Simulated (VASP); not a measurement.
# Sb in VASP: single point with PBE+D3(BJ)

Aim: the single point of Sb with PBE+D3(BJ).

All numbers are computed with VASP 6.6.1; they aren't measurements. Logs are shortened: lines on timing, memory, paths and dates and some standing lists are left out, and cuts for length are marked.

## (1) The cell of the first run

The cell holds a sheet with vacuum, 2 atoms: a = 4.068 Å, b = 4.068 Å, c = 27.100 Å, α = 90.00°, β = 90.00°, γ = 120.00°.

## (2) Single point, PBE+D3(BJ)

File INCAR:

```
SYSTEM = Sb
PREC = Accurate
ENCUT = 400
EDIFF = 1E-6
ISMEAR = 0
SIGMA = 0.03
LREAL = .False.
LASPH = .True.
NELM = 120
ALGO = Normal
ISIF = 2
LWAVE = .False.
LCHARG = .False.
LDIPOL = .True.
IDIPOL = 3
DIPOL = 0.5 0.5 0.289
GGA = PE
IVDW = 12
NBANDS = 22
GGA_COMPAT = .False.
NELMDL = -8
```

File KPOINTS:

```
regular mesh
0
Gamma
  12 12 1
  0 0 0
```

File POSCAR:

```
Sb
1.0
    4.0684996994      0.0000000000      0.0000000000
   -2.0342498497      3.5234240949      0.0000000000
    0.0000000000      0.0000000000     27.1000000030
Sb
2
Direct
    0.3333333333      0.6666666667      0.2583030161
    0.6666666667      0.3333333333      0.3191877587
```

Potentials or basis: VASP PAW PBE potentials, release 64 (Sb_d_GW).

The run is started by

```
cat potpaw_PBE.64/Sb_d_GW/POTCAR > POTCAR
mpirun -np 1 vasp_std > vasp.out
```

OUTCAR:

```text
SYSTEM = Sb
   PREC = Accurate
   ENCUT = 400
   EDIFF = 1E-6
   ISMEAR = 0
   LREAL = .False.
   LASPH = .True.
   NELM = 120
   ISIF = 2
   GGA = PE
   IVDW = 12
   NELMDL = -8
 IVDW          = 12

 ion  position               nearest neighbor table
   1  0.333  0.667  0.258-   2 2.87   2 2.87   2 2.87
   2  0.667  0.333  0.319-   1 2.87   1 2.87   1 2.87

  LATTYP: Found a hexagonal cell.
 ALAT       =     4.0684996994
 C/A-ratio  =     6.6609320401

  Lattice vectors:

 A1 = (   4.0684996994,   0.0000000000,   0.0000000000)
 A2 = (  -2.0342498497,   3.5234240949,   0.0000000000)
 A3 = (   0.0000000000,   0.0000000000,  27.1000000030)

Analysis of symmetry for initial positions (statically):
=====================================================================
 Subroutine PRICEL returns:
 Original cell was already a primitive cell.

 Routine SETGRP: Setting up the symmetry group for a
 hexagonal supercell.

 Subroutine GETGRP returns: Found 12 space group operations
 (whereof  6 operations were pure point group operations)
 out of a pool of 24 trial point group operations.

The static configuration has the point symmetry C_3v.
 The point group associated with its full space group is D_3d.

Analysis of symmetry for dynamics (positions and initial velocities):
=====================================================================
 Subroutine PRICEL returns:
 Original cell was already a primitive cell.

 Routine SETGRP: Setting up the symmetry group for a
 hexagonal supercell.

 Subroutine GETGRP returns: Found 12 space group operations
 (whereof  6 operations were pure point group operations)
 out of a pool of 24 trial point group operations.

The dynamic configuration has the point symmetry C_3v.
 The point group associated with its full space group is D_3d.

 Subroutine INISYM returns: Found 12 space group operations
 (whereof  6 operations are pure point group operations),
 and found     1 'primitive' translations

----------------------------------------------------------------------------------------

                                     Primitive cell

  volume of cell :     388.4799

  direct lattice vectors                    reciprocal lattice vectors
     4.068499699  0.000000000  0.000000000     0.245790850  0.141907414  0.000000000
    -2.034249850  3.523424095  0.000000000     0.000000000  0.283814827  0.000000000
     0.000000000  0.000000000 27.100000003     0.000000000  0.000000000  0.036900369

  length of vectors
     4.068499699  4.068499699 27.100000003     0.283814827  0.283814827  0.036900369

  position of ions in fractional coordinates (direct lattice)
     0.333333333  0.666666667  0.258303016
     0.666666667  0.333333333  0.319187759

  ion indices of the primitive-cell ions
   primitive index   ion index
                 1           1
                 2           2

----------------------------------------------------------------------------------------

 KPOINTS: regular mesh

Automatic generation of k-mesh.
 Grid dimensions read from file:
 generate k-points for:   12   12    1

 Generating k-lattice:

  Cartesian coordinates                     Fractional coordinates (reciprocal lattice)
     0.020482571  0.011825618  0.000000000     0.083333333 -0.000000000  0.000000000
     0.000000000  0.023651236  0.000000000     0.000000000  0.083333333  0.000000000
     0.000000000  0.000000000  0.036900369     0.000000000  0.000000000  1.000000000

  Length of vectors
     0.023651236  0.023651236  0.036900369

  Shift w.r.t. Gamma in fractional coordinates (k-lattice)
     0.000000000  0.000000000  0.000000000

 Subroutine IBZKPT returns following result:
 ===========================================

 Found     19 irreducible k-points:

 Following reciprocal coordinates:
            Coordinates               Weight
  0.000000  0.000000  0.000000      1.000000
  0.083333  0.000000  0.000000      6.000000
  0.166667  0.000000  0.000000      6.000000
  0.250000  0.000000  0.000000      6.000000
  0.333333 -0.000000  0.000000      6.000000
  0.416667  0.000000  0.000000      6.000000
[... 11 lines left out ...]
  0.333333  0.250000  0.000000     12.000000
  0.333333  0.333333  0.000000      2.000000
   k-points           NKPTS =     19   k-points in BZ     NKDIM =     19   number of bands    NBANDS=     22
   number of dos      NEDOS =    301   number of ions     NIONS =      2
   total plane-waves  NPLWV = 141120
   dimension x,y,z NGX =    28 NGY =   28 NGZ =  180
   dimension x,y,z NGXF=    56 NGYF=   56 NGZF=  360
   ions per type =               2
   NGX,Y,Z   is equivalent  to a cutoff of  11.44, 11.44, 11.04 a.u.
   NGXF,Y,Z  is equivalent  to a cutoff of  22.88, 22.88, 22.08 a.u.
 SYSTEM =  Sb
   PREC   = accura    normal or accurate (medium, high low for compatibility)
   ISTART =      0    job   : 0-new  1-cont  2-samecut
   ICHARG =      2    charge: 1-file 2-atom 10-const
   ISPIN  =      1    spin polarized calculation?
   LNONCOLLINEAR =      F non collinear calculations
   LSORBIT =      F    spin-orbit coupling
   LASPH  =      T    aspherical Exc in radial PAW
   ENCUT  =  400.0 eV  29.40 Ry    5.42 a.u.   6.63  6.63 44.19*2*pi/ulx,y,z
   NELM   =    120;   NELMIN=  2; NELMDL= -8     # of ELM steps
   EDIFF  = 0.1E-05   stopping-criterion for ELM
   LREAL  =      F    real-space projection
   EDIFFG = 0.1E-04   stopping-criterion for IOM
   NSW    =      0    number of steps for IOM
   IBRION =     -1    ionic relax: 0-MD 1-quasi-New 2-CG
   NFREE  =      0    steps in history (QN), initial steepest desc. (CG)
   ISIF   =      2    stress and relaxation
   ISYM   =      2    0-nonsym 1-usesym 2-fastsym
   POTIM  = 0.5000    time-step for ionic-motion
   TEBEG  =    0.0;   TEEND  =   0.0 temperature during run
   PSTRESS=    0.0 pullay stress
   NELECT =      30.0000    total number of electrons
   NUPDOWN=      -1.0000    fix difference up-down
   EMIN   =  10.00;   EMAX   =-10.00  energy-range for DOS
   EFERMI =   0.00;   METHOD = LEGACY
   ISMEAR =     0;   SIGMA  =   0.03  broadening in eV -4-tet -1-fermi 0-gaus
   EFERMI_NEDOS =   21; number of points for ismear=-14 and -15
   IALGO  =     38    algorithm
   IMIX   =      4    mixing-type and parameters
     AMIX     =   0.40;   BMIX     =  1.00
     AMIX_MAG =   1.60;   BMIX_MAG =  1.00
  volume/ion in A,a.u.               =     194.24      1310.80
  Fermi-wavevector in a.u.,A,eV,Ry     =   0.697149  1.317421  6.612663  0.486017
  Thomas-Fermi vector in A             =   1.780397
   LORBIT       =      0    0 simple, 1 ext, 2 COOP (PROOUT), +10 PAW based schemes
   GGA     = PE    functional components
   LHFCALC =     F    Hartree Fock is set to
   AEXX    =    0.0000 exact exchange contribution
   IVDW    =    12    specifies the selected vdW correction
   LEPSILON=     F    determine dielectric tensor
   LRPA    =     F    only Hartree local field effects (RPA)
 non-spin polarized calculation
 Gauss-broadening in eV      SIGMA  =   0.03
  energy-cutoff  :      400.00
  volume of cell :      388.48
 maximum number of plane-waves:      7125
 NGX is ok and might be reduce to    28
   NGX = 13   NGY = 13   NGZ = 89

 dipolmoment           0.000000      0.000000     -0.000001 electrons x Angstroem

 number of electron      29.9999964 magnetization

 dipolmoment           0.000000      0.000000      0.000000 electrons x Angstroem

 Free energy of the ion-electron system (eV)
  ---------------------------------------------------
  ext. energy  EPLUGINS =         0.00000000
  ---------------------------------------------------
  free energy    TOTEN  =        -8.14666252 eV

  energy without entropy =       -8.14666252  energy(sigma->0) =       -8.14666252

 E-fermi :  -3.0088     XC(G=0):  -2.0738

 val. band max:       -3.2294502781   @ k =   0.0000   0.0000   0.0000
 cond. band min:      -2.0469561639   @ k =   0.3333  -0.0000   0.0000
 fundamental gap:      1.1824941142
 Fermi energy:        -3.0088097569

 k-point     1 :       0.0000    0.0000    0.0000
  band No.  band energies     occupation
      1     -31.8990      2.00000
      2     -31.8990      2.00000
      3     -31.8231      2.00000
      4     -31.8231      2.00000
      5     -31.7787      2.00000
      6     -31.7113      2.00000
[... 14 lines left out ...]
     21       1.6271      0.00000
     22       1.9148      0.00000

 k-point     2 :       0.0833    0.0000    0.0000
  band No.  band energies     occupation
      1     -31.8984      2.00000
      2     -31.8953      2.00000
      3     -31.8226      2.00000
      4     -31.8207      2.00000
      5     -31.7776      2.00000
      6     -31.7129      2.00000
[... 14 lines left out ...]
     21       1.7110      0.00000
     22       2.0016      0.00000

 k-point     3 :       0.1667    0.0000    0.0000
  band No.  band energies     occupation
      1     -31.8970      2.00000
      2     -31.8845      2.00000
      3     -31.8214      2.00000
      4     -31.8140      2.00000
      5     -31.7741      2.00000
      6     -31.7176      2.00000
[... 14 lines left out ...]
     21       1.9547      0.00000
     22       2.2487      0.00000

 k-point     4 :       0.2500    0.0000    0.0000
  band No.  band energies     occupation
      1     -31.8948      2.00000
      2     -31.8680      2.00000
      3     -31.8194      2.00000
      4     -31.8035      2.00000
      5     -31.7680      2.00000
      6     -31.7252      2.00000
[... 14 lines left out ...]
     21       2.3512      0.00000
     22       2.6275      0.00000

 k-point     5 :       0.3333   -0.0000    0.0000
  band No.  band energies     occupation
      1     -31.8927      2.00000
      2     -31.8495      2.00000
      3     -31.8151      2.00000
      4     -31.7905      2.00000
      5     -31.7602      2.00000
      6     -31.7354      2.00000
[... 14 lines left out ...]
     21       2.8079      0.00000
     22       3.1497      0.00000

 k-point     6 :       0.4167    0.0000    0.0000
  band No.  band energies     occupation
      1     -31.8911      2.00000
      2     -31.8373      2.00000
      3     -31.8031      2.00000
      4     -31.7761      2.00000
      5     -31.7549      2.00000
      6     -31.7477      2.00000
[... 14 lines left out ...]
     21       3.3960      0.00000
     22       3.7343      0.00000

 k-point     7 :       0.5000    0.0000    0.0000
  band No.  band energies     occupation
      1     -31.8904      2.00000
      2     -31.8342      2.00000
      3     -31.7920      2.00000
      4     -31.7617      2.00000
      5     -31.7614      2.00000
      6     -31.7571      2.00000
[... 199 lines left out ...]
      6     -31.7462      2.00000
[... 14 lines left out ...]
     21       3.6110      0.00000
     22       3.9776      0.00000

 k-point    16 :       0.4167    0.1667    0.0000
  band No.  band energies     occupation
      1     -31.8906      2.00000
      2     -31.8221      2.00000
      3     -31.7869      2.00000
      4     -31.7748      2.00000
      5     -31.7683      2.00000
      6     -31.7469      2.00000
[... 14 lines left out ...]
     21       3.9802      0.00000
     22       4.1402      0.00000

 k-point    17 :       0.2500    0.2500    0.0000
  band No.  band energies     occupation
      1     -31.8913      2.00000
      2     -31.8198      2.00000
      3     -31.8060      2.00000
      4     -31.7835      2.00000
      5     -31.7586      2.00000
      6     -31.7450      2.00000
[... 14 lines left out ...]
     21       3.5102      0.00000
     22       3.6091      0.00000

 k-point    18 :       0.3333    0.2500    0.0000
  band No.  band energies     occupation
      1     -31.8906      2.00000
      2     -31.8093      2.00000
      3     -31.7940      2.00000
      4     -31.7759      2.00000
      5     -31.7703      2.00000
      6     -31.7421      2.00000
[... 14 lines left out ...]
     21       3.7876      0.00000
     22       4.2791      0.00000

 k-point    19 :       0.3333    0.3333    0.0000
  band No.  band energies     occupation
      1     -31.8904      2.00000
      2     -31.7924      2.00000
      3     -31.7924      2.00000
      4     -31.7922      2.00000
      5     -31.7561      2.00000
      6     -31.7561      2.00000
[... 14 lines left out ...]
     21       4.1223      0.00000
     22       4.6651      0.00000

------------------------ aborting loop because EDIFF is reached ----------------------------------------

 vacuum level on the upper side and lower side of the slab       (xc-potential included)        -0.009        -0.009

 Edisp (eV)   -0.47323

 E8    (eV) :    -0.2355

  FORCE on cell =-STRESS in cart. coord.  units (eV):
  Direction    XX          YY          ZZ          XY          YZ          ZX
  --------------------------------------------------------------------------------------
  -------------------------------------------------------------------------------------
  Total      -0.12779    -0.12779    -0.11355     0.00000    -0.00000    -0.00000
  in kB      -0.52704    -0.52704    -0.46832     0.00000    -0.00000    -0.00000
  external pressure =       -0.51 kB  Pullay stress =        0.00 kB

 VOLUME and BASIS-vectors are now :
 -----------------------------------------------------------------------------
  energy-cutoff  :      400.00
  volume of cell :      388.48
      direct lattice vectors                 reciprocal lattice vectors
     4.068499699  0.000000000  0.000000000     0.245790850  0.141907414  0.000000000
    -2.034249850  3.523424095  0.000000000     0.000000000  0.283814827  0.000000000
     0.000000000  0.000000000 27.100000003     0.000000000  0.000000000  0.036900369

 POSITION                                       TOTAL-FORCE (eV/Angst)
 -----------------------------------------------------------------------------------
     -0.00000      2.34895      7.00001        -0.000000      0.000000     -0.003197
      2.03425      1.17447      8.64999         0.000000     -0.000000      0.003197
 -----------------------------------------------------------------------------------
    total drift:                               -0.000000     -0.000000      0.000146

  FREE ENERGIE OF THE ION-ELECTRON SYSTEM (eV)
  ---------------------------------------------------
  free  energy   TOTEN  =        -8.6198946540 eV

  energy  without entropy=       -8.6198946540  energy(sigma->0) =       -8.61989465

 vacuum level on the upper side and lower side of the slab         1.462         1.462
```

Run time: 3.7 min. Hardware: 1 thread of AMD EPYC 7R13 (Zen 3), shared host; peak memory 0.39 GiB.

Results:

```yaml
Free_energy: -8.6199 eV
Largest_force: 0.003 eV/Å
Band_gap_on_the_k_mesh: 1.18 eV (least direct gap 1.66 eV)
Dispersion_energy_per_atom: -0.237 eV
```

Forces on the atoms (eV/Å):
```
Sb   0.000  0.000 -0.003
Sb   0.000  0.000  0.003
```

Levels at points of the mesh, in eV from the valence-band top:
| k point | band 13 | band 14 | band 15 | band 16 | band 17 | band 18 |
| --- | --- | --- | --- | --- | --- | --- |
| (0.00, 0.00, 0.00) | -0.81 | 0.00 | 0.00 | 1.66 | 2.79 | 2.79 |
| (0.50, 0.00, 0.00) | -3.13 | -1.64 | -1.62 | 1.59 | 2.29 | 3.50 |

Caveat: spin-orbit coupling is left out, which moves the levels of the heavy elements.
